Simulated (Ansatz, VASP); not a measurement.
# Ga2O3 in VASP and in Ansatz

```
Ga O
1.0
     2.52898    1.46010    4.54131
    -2.52898    1.46010    4.54131
     0.00000   -2.92021    4.54131
Ga O
4 6
Direct
  0.85568 0.85568 0.85568
  0.64432 0.64432 0.64432
  0.14432 0.14432 0.14432
  0.35568 0.35568 0.35568
  0.75000 0.44631 0.05369
  0.44631 0.05369 0.75000
  0.05369 0.75000 0.44631
  0.25000 0.55369 0.94631
  0.94631 0.25000 0.55369
  0.55369 0.94631 0.25000
```

Alike in both runs: task single point; functional PBE; k mesh 7 × 7 × 7; occupations fermi-dirac, width 0.01 eV; no spin polarisation.

|  | VASP | Ansatz |
| --- | --- | --- |
| version | VASP 6.6.1 | Ansatz 0.2.0 |
| potentials or method | VASP PAW PBE potentials, release 64 (Ga_d, O), cutoff 600 eV | plane-wave PAW DFT |
| valence electrons in the cell | 88 | 88 |

|  | VASP | Ansatz | Ansatz less VASP |
| --- | --- | --- | --- |
| gap on the k mesh at the Fermi level (eV) | 2.40 | 2.41 | +0.013 |

With one functional, cell and mesh, what is left measures potentials, basis and numerics.
